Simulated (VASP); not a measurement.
# GaAs (F-43m) in VASP: single point with PBE

Aim: the single point of GaAs with PBE.

Program: VASP 6.6.1. These are calculated values, not measurements. Logs are shortened: lines on timing, memory, paths and dates and some standing lists are left out, and cuts for length are marked.

## Step 1: The cell of the first run

Symmetry: F-43m, No. 216, cubic system. Conventional cell: a = 5.654 Å, b = 5.654 Å, c = 5.654 Å, α = 90.00°, β = 90.00°, γ = 90.00°. Ga (site symmetry -43m) has 4 As at 2.45 Å within 3.2 Å. As (site symmetry -43m) has 4 Ga at 2.45 Å within 3.2 Å.

## Step 2: Single point, PBE

POSCAR reads:

```
GaAs
1.0
    0.0000000000      2.8268500000      2.8268500000
    2.8268500000      0.0000000000      2.8268500000
    2.8268500000      2.8268500000      0.0000000000
Ga As
1 1
Direct
    0.0000000000      0.0000000000      0.0000000000
    0.2500000000      0.2500000000      0.2500000000
```

INCAR.step1 reads:

```
ALGO     = Normal         # electronic algorithm
EDIFF    = 1E-6           # SCF threshold, eV
ENCUT    = 400            # plane-wave cutoff, eV
GGA      = PE             # functional
GGA_COMPAT= False        
ISIF     = 2              # what is computed and relaxed
ISMEAR   = 0              # smearing method
LASPH    = True           # aspherical terms in the spheres
LCHARG   = True           # write CHGCAR
LORBIT   = 11             # projections on sites
LREAL    = False          # projectors in reciprocal space
LWAVE    = False          # write WAVECAR
NBANDS   = 16             # bands
NEDOS    = 2001           # points of the DOS
NELM     = 120            # most SCF steps
PREC     = Accurate       # precision mode
SIGMA    = 0.01           # smearing width, eV
```

KPOINTS.step1 reads:

```
k-points
0
Gamma
  6 6 6
```

INCAR.step2 reads:

```
ALGO     = Normal         # electronic algorithm
EDIFF    = 1E-6           # SCF threshold, eV
ENCUT    = 400            # plane-wave cutoff, eV
GGA      = PE             # functional
GGA_COMPAT= False        
ICHARG   = 11             # starting density
ISIF     = 2              # what is computed and relaxed
ISMEAR   = -5             # smearing method
LASPH    = True           # aspherical terms in the spheres
LCHARG   = False          # write CHGCAR
LORBIT   = 10             # projections on sites
LREAL    = False          # projectors in reciprocal space
LWAVE    = False          # write WAVECAR
NEDOS    = 2001           # points of the DOS
NELM     = 120            # most SCF steps
PREC     = Accurate       # precision mode
SIGMA    = 0.01           # smearing width, eV
```

KPOINTS.step2 reads:

```
k-points
0
Gamma
  9 9 9
```

Potentials or basis: VASP PAW PBE potentials, release 64 (Ga_d, As).

Command:

```
> cat potpaw_PBE.64/Ga_d/POTCAR potpaw_PBE.64/As/POTCAR > POTCAR
> cp INCAR.step1 INCAR
> cp KPOINTS.step1 KPOINTS
> mpirun -np 1 vasp_std > vasp.out
> cp INCAR.step2 INCAR
> cp KPOINTS.step2 KPOINTS
> mpirun -np 1 vasp_std > vasp.out
```

OUTCAR:

```text
EDIFF = 1E-6
   ENCUT = 400
   GGA = PE
   ICHARG = 11
   ISIF = 2
   ISMEAR = -5
   LASPH = True
   LORBIT = 10
   LREAL = False
   NELM = 120
   PREC = Accurate

 ion  position               nearest neighbor table
   1  0.000  0.000  0.000-   2 2.45   2 2.45   2 2.45   2 2.45
   2  0.250  0.250  0.250-   1 2.45   1 2.45   1 2.45   1 2.45

  LATTYP: Found a face centered cubic cell.
 ALAT       =     5.6537000000

  Lattice vectors:

 A1 = (   0.0000000000,   2.8268500000,   2.8268500000)
 A2 = (   2.8268500000,   0.0000000000,   2.8268500000)
 A3 = (   2.8268500000,   2.8268500000,   0.0000000000)

Analysis of symmetry for initial positions (statically):
=====================================================================
 Subroutine PRICEL returns:
 Original cell was already a primitive cell.

 Routine SETGRP: Setting up the symmetry group for a
 face centered cubic supercell.

 Subroutine GETGRP returns: Found 24 space group operations
 (whereof 24 operations were pure point group operations)
 out of a pool of 48 trial point group operations.

The static configuration has the point symmetry T_d .

Analysis of symmetry for dynamics (positions and initial velocities):
=====================================================================
 Subroutine PRICEL returns:
 Original cell was already a primitive cell.

 Routine SETGRP: Setting up the symmetry group for a
 face centered cubic supercell.

 Subroutine GETGRP returns: Found 24 space group operations
 (whereof 24 operations were pure point group operations)
 out of a pool of 48 trial point group operations.

The dynamic configuration has the point symmetry T_d .

 Subroutine INISYM returns: Found 24 space group operations
 (whereof 24 operations are pure point group operations),
 and found     1 'primitive' translations

----------------------------------------------------------------------------------------

                                     Primitive cell

  volume of cell :      45.1792

  direct lattice vectors                    reciprocal lattice vectors
     0.000000000  2.826850000  2.826850000    -0.176875321  0.176875321  0.176875321
     2.826850000  0.000000000  2.826850000     0.176875321 -0.176875321  0.176875321
     2.826850000  2.826850000  0.000000000     0.176875321  0.176875321 -0.176875321

  length of vectors
     3.997769609  3.997769609  3.997769609     0.306357042  0.306357042  0.306357042

  position of ions in fractional coordinates (direct lattice)
     0.000000000  0.000000000  0.000000000
     0.250000000  0.250000000  0.250000000

  ion indices of the primitive-cell ions
   primitive index   ion index
                 1           1
                 2           2

----------------------------------------------------------------------------------------

 KPOINTS: k-points

Automatic generation of k-mesh.
 Grid dimensions read from file:
 generate k-points for:    9    9    9

 Generating k-lattice:

  Cartesian coordinates                     Fractional coordinates (reciprocal lattice)
    -0.019652813  0.019652813  0.019652813     0.111111111  0.000000000  0.000000000
     0.019652813 -0.019652813  0.019652813     0.000000000  0.111111111  0.000000000
     0.019652813  0.019652813 -0.019652813     0.000000000  0.000000000  0.111111111

  Length of vectors
     0.034039671  0.034039671  0.034039671

  Shift w.r.t. Gamma in fractional coordinates (k-lattice)
     0.000000000  0.000000000  0.000000000

 TETIRR: Found    115 inequivalent tetrahedra from     4374

 Subroutine IBZKPT returns following result:
 ===========================================

 Found     35 irreducible k-points:

 Following reciprocal coordinates:
            Coordinates               Weight
  0.000000  0.000000  0.000000      1.000000
  0.111111  0.000000  0.000000      8.000000
  0.222222  0.000000  0.000000      8.000000
  0.333333  0.000000  0.000000      8.000000
  0.444444  0.000000  0.000000      8.000000
  0.111111  0.111111  0.000000      6.000000
[... 16 lines left out ...]
 -0.333333  0.333333  0.000000     12.000000
  0.444444  0.444444  0.000000      6.000000
 [... further k-points ...]
   k-points           NKPTS =     35   k-points in BZ     NKDIM =     35   number of bands    NBANDS=     13
   number of dos      NEDOS =   2001   number of ions     NIONS =      2
   total plane-waves  NPLWV =  21952
   dimension x,y,z NGX =    28 NGY =   28 NGZ =   28
   dimension x,y,z NGXF=    56 NGYF=   56 NGZF=   56
   ions per type =               1   1
   NGX,Y,Z   is equivalent  to a cutoff of  11.64, 11.64, 11.64 a.u.
   NGXF,Y,Z  is equivalent  to a cutoff of  23.29, 23.29, 23.29 a.u.
 SYSTEM =  unknown system
   PREC   = accura    normal or accurate (medium, high low for compatibility)
   ISTART =      0    job   : 0-new  1-cont  2-samecut
   ICHARG =     11    charge: 1-file 2-atom 10-const
   ISPIN  =      1    spin polarized calculation?
   LNONCOLLINEAR =      F non collinear calculations
   LSORBIT =      F    spin-orbit coupling
   LASPH  =      T    aspherical Exc in radial PAW
   ENCUT  =  400.0 eV  29.40 Ry    5.42 a.u.   6.52  6.52  6.52*2*pi/ulx,y,z
   NELM   =    120;   NELMIN=  2; NELMDL=  0     # of ELM steps
   EDIFF  = 0.1E-05   stopping-criterion for ELM
   LREAL  =      F    real-space projection
   EDIFFG = 0.1E-04   stopping-criterion for IOM
   NSW    =      0    number of steps for IOM
   IBRION =     -1    ionic relax: 0-MD 1-quasi-New 2-CG
   NFREE  =      0    steps in history (QN), initial steepest desc. (CG)
   ISIF   =      2    stress and relaxation
   ISYM   =      2    0-nonsym 1-usesym 2-fastsym
   POTIM  = 0.5000    time-step for ionic-motion
   TEBEG  =    0.0;   TEEND  =   0.0 temperature during run
   PSTRESS=    0.0 pullay stress
   NELECT =      18.0000    total number of electrons
   NUPDOWN=      -1.0000    fix difference up-down
   EMIN   =  10.00;   EMAX   =-10.00  energy-range for DOS
   EFERMI =   0.00;   METHOD = LEGACY
   ISMEAR =    -5;   SIGMA  =   0.01  broadening in eV -4-tet -1-fermi 0-gaus
   EFERMI_NEDOS =   21; number of points for ismear=-14 and -15
   IALGO  =     38    algorithm
   IMIX   =      4    mixing-type and parameters
     AMIX     =   0.40;   BMIX     =  1.00
     AMIX_MAG =   1.60;   BMIX_MAG =  1.00
  volume/ion in A,a.u.               =      22.59       152.44
  Fermi-wavevector in a.u.,A,eV,Ry     =   1.204628  2.276417 19.743799  1.451128
  Thomas-Fermi vector in A             =   2.340347
   LORBIT       =     10    0 simple, 1 ext, 2 COOP (PROOUT), +10 PAW based schemes
   GGA     = PE    functional components
   LHFCALC =     F    Hartree Fock is set to
   AEXX    =    0.0000 exact exchange contribution
   IVDW    =     0    specifies the selected vdW correction
   LEPSILON=     F    determine dielectric tensor
   LRPA    =     F    only Hartree local field effects (RPA)
 non-spin polarized calculation
 Fermi weights with tetrahedron method with Bloechl corrections
  energy-cutoff  :      400.00
  volume of cell :       45.18
 maximum number of plane-waves:       869
 NGX is ok and might be reduce to    28

 number of electron      17.9999985 magnetization

 Free energy of the ion-electron system (eV)
  ---------------------------------------------------
  ext. energy  EPLUGINS =         0.00000000
  ---------------------------------------------------
  free energy    TOTEN  =        -8.24674017 eV

  energy without entropy =       -8.24674017  energy(sigma->0) =       -8.24674017

 E-fermi :   3.9479     XC(G=0):  -9.5832

 val. band max:        3.9412609063   @ k =   0.0000   0.0000   0.0000
 cond. band min:       4.4568638077   @ k =   0.0000   0.0000   0.0000
 fundamental gap:      0.5156029014
 Fermi energy:         3.9479264601

 k-point     1 :       0.0000    0.0000    0.0000
  band No.  band energies     occupation
      1     -10.8775      2.00000
      2     -10.8775      2.00000
      3     -10.8775      2.00000
      4     -10.7975      2.00000
      5     -10.7975      2.00000
      6      -8.7863      2.00000
      7       3.9413      2.00000
      8       3.9413      2.00000
      9       3.9413      2.00000
     10       4.4569      0.00000
     11       7.6605      0.00000
     12       7.6605      0.00000
     13       7.6605      0.00000

 k-point     2 :       0.1111    0.0000    0.0000
  band No.  band energies     occupation
      1     -10.8880      2.00000
      2     -10.8744      2.00000
      3     -10.8744      2.00000
      4     -10.7973      2.00000
      5     -10.7973      2.00000
      6      -8.6415      2.00000
      7       2.2273      2.00000
      8       3.7487      2.00000
      9       3.7487      2.00000
     10       5.4762      0.00000
     11       7.9449      0.00000
     12       7.9449      0.00000
     13       8.0033      0.00000

 k-point     3 :       0.2222    0.0000    0.0000
  band No.  band energies     occupation
      1     -10.9130      2.00000
      2     -10.8677      2.00000
      3     -10.8677      2.00000
      4     -10.7969      2.00000
      5     -10.7969      2.00000
      6      -8.2302      2.00000
      7       0.2601      2.00000
      8       3.3584      2.00000
      9       3.3584      2.00000
     10       5.4642      0.00000
     11       8.4426      0.00000
     12       8.4426      0.00000
     13       9.4455      0.00000

 k-point     4 :       0.3333    0.0000    0.0000
  band No.  band energies     occupation
      1     -10.9385      2.00000
      2     -10.8614      2.00000
      3     -10.8614      2.00000
      4     -10.7956      2.00000
      5     -10.7956      2.00000
      6      -7.6380      2.00000
      7      -1.4413      2.00000
      8       3.0129      2.00000
      9       3.0129      2.00000
     10       5.1511      0.00000
     11       8.6271      0.00000
     12       8.6271      0.00000
     13      11.1902      0.00000

 k-point     5 :       0.4444    0.0000    0.0000
  band No.  band energies     occupation
      1     -10.9540      2.00000
      2     -10.8581      2.00000
      3     -10.8581      2.00000
      4     -10.7936      2.00000
      5     -10.7936      2.00000
      6      -7.1090      2.00000
      7      -2.5422      2.00000
      8       2.8222      2.00000
      9       2.8222      2.00000
     10       4.9594      0.00000
     11       8.5802      0.00000
     12       8.5802      0.00000
     13      11.6995      0.00000
[... 257 lines left out ...]
 k-point    22 :      -0.4444    0.3333    0.0000
  band No.  band energies     occupation
      1     -10.9764      2.00000
      2     -10.8409      2.00000
      3     -10.8350      2.00000
      4     -10.8123      2.00000
      5     -10.7893      2.00000
      6      -6.3956      2.00000
      7      -2.6316      2.00000
      8       0.2953      2.00000
      9       1.6401      2.00000
     10       5.8665      0.00000
     11       8.1218      0.00000
     12      11.4359      0.00000
     13      11.9738      0.00000

 k-point    23 :      -0.3333    0.3333    0.0000
  band No.  band energies     occupation
      1     -10.9697      2.00000
      2     -10.8470      2.00000
      3     -10.8398      2.00000
      4     -10.8054      2.00000
      5     -10.7939      2.00000
      6      -6.4698      2.00000
      7      -2.5222      2.00000
      8      -0.0314      2.00000
      9       1.9824      2.00000
     10       6.1727      0.00000
     11       9.8081      0.00000
     12      11.1012      0.00000
     13      11.4655      0.00000

 k-point    24 :       0.4444    0.4444    0.0000
  band No.  band energies     occupation
      1     -10.9852      2.00000
      2     -10.8295      2.00000
      3     -10.8295      2.00000
      4     -10.8218      2.00000
      5     -10.7845      2.00000
      6      -6.4277      2.00000
      7      -2.6775      2.00000
      8       1.3109      2.00000
      9       1.3109      2.00000
     10       5.3512      0.00000
     11       5.7645      0.00000
     12      13.7152      0.00000
     13      13.7181      0.00000

 [... further k-points ...]
[... 5 lines left out ...]
  --------------------------------------------------------------------------------------
  -------------------------------------------------------------------------------------
  Total        0.8862215      0.8862215      0.8862215      0.0000000      0.0000000      0.0000000
  in kB       31.4278416     31.4278416     31.4278416      0.0000000      0.0000000      0.0000000
  external PRESSURE =      31.4278416 kB  Pullay stress =       0.0000000 kB

 VOLUME and BASIS-vectors are now :
 -----------------------------------------------------------------------------
  energy-cutoff  :      400.00
  volume of cell :       45.18
      direct lattice vectors                 reciprocal lattice vectors
     0.000000000  2.826850000  2.826850000    -0.176875321  0.176875321  0.176875321
     2.826850000  0.000000000  2.826850000     0.176875321 -0.176875321  0.176875321
     2.826850000  2.826850000  0.000000000     0.176875321  0.176875321 -0.176875321

 POSITION                                       TOTAL-FORCE (eV/Angst)
 -----------------------------------------------------------------------------------
      0.00000      0.00000      0.00000         0.000000      0.000000      0.000000
      1.41342      1.41342      1.41342        -0.000000     -0.000000     -0.000000
 -----------------------------------------------------------------------------------
    total drift:                                0.000001      0.000001      0.000001

  FREE ENERGIE OF THE ION-ELECTRON SYSTEM (eV)
  ---------------------------------------------------
  free  energy   TOTEN  =        -8.2467401678 eV

  energy  without entropy=       -8.2467401678  energy(sigma->0) =       -8.24674017

 total charge

# of ion       s       p       d       tot
------------------------------------------
    1        0.883   0.804   9.994  11.681
    2        1.209   1.598   0.031   2.838
--------------------------------------------------
tot          2.092   2.401  10.025  14.519
```

It took 18 s on 1 thread of Intel Xeon Platinum 8488C (Sapphire Rapids), shared host; peak memory 0.15 GiB.

Results:

| Property | Result |
| --- | --- |
| Valence electrons inside the program's atomic spheres | Ga 11.68; As 2.84 |
